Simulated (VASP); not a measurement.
Write the native input for VASP 6.6.1 that does the following.

| Property | Result |
| --- | --- |
| Task | relaxation of cell and atoms |
| Functional | PBE |
| Potentials or basis | VASP PAW PBE potentials, release 64 (Be) |
| Cutoff | 600 eV |
| k mesh | 17 × 17 × 17 |
| Occupations | fermi-dirac, width 0.1 eV |
| Spin | no spin polarisation |
| Dipole correction | no |
| Further INCAR settings | ALGO = Normal; EDIFF = 1e-06; IBRION = 2; EDIFFG = -0.01; NSW = 80; ISIF = 3 |

The structure of Be lies in POSCAR:

```
Be
1.0
   -1.2658080948      1.2658080948      1.2658080948
    1.2658080948     -1.2658080948      1.2658080948
    1.2658080948      1.2658080948     -1.2658080948
Be
1
Direct
    0.0000000000      0.0000000000      0.0000000000
```

The input as run:

INCAR

```
  PREC = Accurate
  ENCUT = 600
  EDIFF = 1E-6
  ISMEAR = -1
  SIGMA = 0.1
  LREAL = False
  LASPH = True
  NELM = 80
  ALGO = Normal
  ISIF = 3
  LWAVE = False
  LCHARG = False
  GGA = PE
  IBRION = 2
  NSW = 80
  EDIFFG = -0.01
```

KPOINTS

```
Automatic mesh
0
Gamma
  17 17 17
```

Potentials or basis: VASP PAW PBE potentials, release 64 (Be).

Command:

```sh
$ cat potpaw_PBE.64/Be/POTCAR > POTCAR
$ mpirun -np 1 vasp_std > vasp.out
```

Results of the run:

* Relaxed volume: 7.84 Å³/atom
* Relaxed cell: a = 2.167 Å, b = 2.167 Å, c = 2.167 Å, α = 109.47°, β = 109.47°, γ = 109.47°
* Space group after relaxing (to 0.05 Å): Im-3m (No. 229)
* Energy gained by relaxing: 3.6 meV/atom
* Ionic steps: 3
* Pressure after relaxing: 0.0 GPa
* Band gap on the k mesh: zero (band 1 reaches 11.20 eV, above the bottom of band 2 at 6.69 eV)

It took 6.3 s on 1 thread of Intel(R) Xeon(R) Platinum 8488C (Sapphire Rapids) (shared host), peak memory 0.12 GiB.
